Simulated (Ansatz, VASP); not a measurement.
## One calculation of Sn, two programs

```
Sn
1.0
     0.00000    3.29428    3.24560
     3.24560    0.00000    3.24560
     3.24560    3.29428    0.00000
Sn
2
Direct
  0.50000 0.50000 0.50000
  0.75000 0.75000 0.75000
```

Change from the starting cell: strain +0.0150 x Voigt [0, 1, 0, 0, 0, 0], atoms carried along.

Alike in both runs: task single point; functional PBEsol; k mesh 12 × 12 × 12; occupations gaussian, width 0.15 eV; no spin polarisation.

|  | VASP | Ansatz |
| --- | --- | --- |
| version | VASP 6.6.1 | Ansatz 0.2.0 |
| potentials or method | VASP PAW PBE potentials, release 64 (Sn_d), cutoff 520 eV | scalar-relativistic, plane waves, PAW |
| valence electrons in the cell | 28 | 28 |

```csv
,VASP,Ansatz,Ansatz less VASP
gap on the k mesh at the Fermi level (eV),none,none,-
pressure (GPa),0.3,0.3,+0.06
"traceless stress, the component that is largest in VASP (GPa)",-0.30,-0.30,0.000
```

VASP's potentials were made for PBE, not for PBEsol. A gap of «none» marks a metal or a gap that the smearing closes.
